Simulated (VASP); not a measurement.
**TaN: vibrations by perturbation theory with LDA**

The system is TaN.

```
Ta N
1.0
     2.86255    0.00000    0.00000
    -1.43127    2.47904    0.00000
     0.00000    0.00000    2.81555
Ta N
1 1
Direct
  0.33333 0.66667 0.50000
  0.00000 0.00000 0.00000
```

| Quantity | Value |
| --- | --- |
| Program | VASP 6.6.1 |
| Task | vibrations by perturbation theory |
| Functional | LDA |
| Potentials or basis | VASP PAW LDA potentials, release 64 (Ta_pv, N) |
| Cutoff | 520 eV |
| k mesh | 18 × 18 × 14 |
| Occupations | fermi-dirac, width 0.15 eV |
| Spin | no spin polarisation |
| Dipole correction | no |
| Further INCAR settings | ALGO = Normal; EDIFF = 1e-08; IBRION = 8; NSW = 1 |

```json
{
 "Highest phonon frequency at Γ": "628 cm⁻¹"
}
```

Phonon frequencies in cm⁻¹ (negative: imaginary):
```csv
q point,frequencies
"(0.000, 0.000, 0.000)",0 0 0 584 584 628
```

Wall time 27 min on 1 thread of Intel Xeon 8259CL, with other jobs on the host, peak memory 0.75 GiB.

Caveat: the cell stands under pressure or tension, which shifts response properties.
